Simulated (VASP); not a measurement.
Here is a VASP 6.6.1 calculation.

The input INCAR:

```
SYSTEM = Pd
  PREC = Accurate
  ENCUT = 520
  EDIFF = 1E-6
  ISMEAR = -1
  SIGMA = 0.1
  LREAL = .False.
  LASPH = .True.
  NELM = 80
  ALGO = Normal
  ISIF = 2
  LWAVE = .False.
  LCHARG = .True.
  GGA = RP
  LELF = .True.
  LVHAR = .True.
  NBANDS = 11
```

KPOINTS

```
Automatic mesh
0
Gamma
  13 13 13
  0 0 0
```

Contents of POSCAR:

```
Pd
1.0
    2.7461868106      0.0000000000      0.0000000000
    0.0000000000      2.7461868106      0.0000000000
    0.0000000000      0.0000000000      2.7461868106
Pd
1
Direct
    0.0000000000      0.0000000000      0.0000000000
```

Potentials or basis: VASP PAW PBE potentials, release 64 (Pd).

Launch:

```sh
$ cat potpaw_PBE.64/Pd/POTCAR > POTCAR
$ mpirun -np 1 vasp_std > vasp.out
```

Question: Estimate the pressure.

Answer: -8.7 GPa.

Question: Predict the band gap on the k mesh.

Answer: Zero (band 5 reaches 6.19 eV, above the bottom of band 6 at 4.90 eV).

Caveat: the PAW data sets were made with another functional, which shifts forces and pressure a little.
